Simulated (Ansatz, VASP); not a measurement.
## C: VASP beside Ansatz

```
C
1.0
     4.91374    0.00000    0.00000
    -2.45687    4.25542    0.00000
     0.00000    0.00000   23.77405
C
8
Cartesian
  3.2762 1.4247 15.9354
  2.0526 3.5427 15.9354
  0.8190 1.4185 16.0451
  -0.4151 3.5434 15.9354
  -0.4043 0.7127 15.9354
  -1.6379 2.8369 16.0451
  2.0418 0.7120 15.9354
  0.8193 2.8307 15.9354
```

Alike in both runs: task single point; functional PBEsol; dispersion D4; k mesh 9 × 9 × 1; occupations gaussian, width 0.04 eV; no spin polarisation.

```csv
,VASP,Ansatz
version,VASP 6.6.1,Ansatz 0.2.0
potentials or method,"VASP PAW PBE potentials, release 64 (C), cutoff 520 eV","scalar-relativistic, plane waves, PAW"
valence electrons in the cell,32,32
```

```tsv
	VASP	Ansatz	Ansatz less VASP
gap on the k mesh at the Fermi level (eV)	none	none	-
rms of the force components (eV/Å)	0.516	0.519	+0.0032
```

VASP's potentials were made for PBE, not for PBEsol, and Ansatz warns of the same on its side. Atom by atom the forces differ by 0.004 eV/Å (rms over components). A gap of «none» marks a metal or a gap that the smearing closes. Ansatz's warnings: xc potential rough in thin density.
